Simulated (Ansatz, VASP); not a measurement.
# Two plane-wave programs on Pt

INCAR

```
SYSTEM = Pt
PREC     = Accurate       ! precision mode
ENCUT    = 520            ! plane-wave cutoff, eV
EDIFF    = 1E-7           ! SCF threshold, eV
ISMEAR   = -1             ! smearing method
SIGMA    = 0.05           ! smearing width, eV
LREAL    = .FALSE.        ! projectors in reciprocal space
LASPH    = .TRUE.         ! aspherical terms in the spheres
NELM     = 150            ! most SCF steps
ALGO     = Normal         ! electronic algorithm
ISIF     = 2              ! what is computed and relaxed
LWAVE    = .FALSE.        ! write WAVECAR
LCHARG   = .TRUE.         ! write CHGCAR
ISPIN    = 2              ! spin polarisation
MAGMOM   = 1 1 1 1        ! initial moments
LORBIT   = 11             ! projections on sites
LMAXMIX  = 4              ! l up to which the mixer works
GGA      = PE             ! functional
LELF     = .TRUE.         ! ELF
LVHAR    = .TRUE.       
NBANDS   = 32             ! bands
```

The input KPOINTS:

```
regular mesh
0
G
  17 17 5
  0 0 0
```

Contents of POSCAR:

```
Pt
1.0
    2.7832511400      0.0000000000      0.0000000000
   -1.3916255700      2.4103661923      0.0000000000
    0.0000000000      0.0000000000      9.3568747421
Pt
4
Direct
    1.0000000000      0.0000000000      0.0000000000
    1.0000000000      0.0000000000      0.5000000000
    0.3333333333      0.6666666667      0.2500000000
    0.6666666667      0.3333333333      0.7500000000
```

Input for Ansatz:

```yaml
crystal:
  lattice:
    - [2.78325114, 0.0, 0.0]
    - [-1.39162557, 2.4103661923, 0.0]
    - [0.0, 0.0, 9.3568747421]
  atoms:
    - { symbol: Pt, position: [1.0, 0.0, 0.0], spin: 1.0 }
    - { symbol: Pt, position: [1.0, 0.0, 0.5], spin: 1.0 }
    - { symbol: Pt, position: [0.3333333333, 0.6666666667, 0.25], spin: 1.0 }
    - { symbol: Pt, position: [0.6666666667, 0.3333333333, 0.75], spin: 1.0 }
hamiltonian:
  xc: pbe
  pseudopotentials:
    kind: paw
    azcp:
      Pt: "pseudopotentials/Pt.paw.azcp"
basis:
  ecutwfc: 420
  fft_grid_basis: typed
kpoints:
  mp_grid: { grid: [17, 17, 5], shift: [0, 0, 0] }
magnetization:
  spin_polarized: true
scf:
  occupations: { method: fermi_dirac, width: 0.05 }
```

Alike in both runs: task single point; functional PBE; k mesh 17 × 17 × 5; occupations fermi-dirac, width 0.05 eV; collinear spin.

|  | VASP | Ansatz |
| --- | --- | --- |
| version | VASP 6.6.1 | Ansatz 0.2.0 |
| potentials or method | VASP PAW PBE potentials, release 64 (Pt), cutoff 520 eV | plane waves (420 eV) with PAW, scalar-relativistic |
| valence electrons in the cell | 40 | 72 |

```tsv
	VASP	Ansatz	Ansatz less VASP
net moment per atom (μB)	0.00	0.00	0.000
```

With one functional, cell and mesh, what is left measures potentials, basis and numerics. VASP's potentials hold 40 valence electrons a cell and Ansatz's 72, so a difference there can come from the potentials and not from the codes. Ansatz's warnings: seeded moment not kept.

Neither program's run includes spin-orbit coupling.
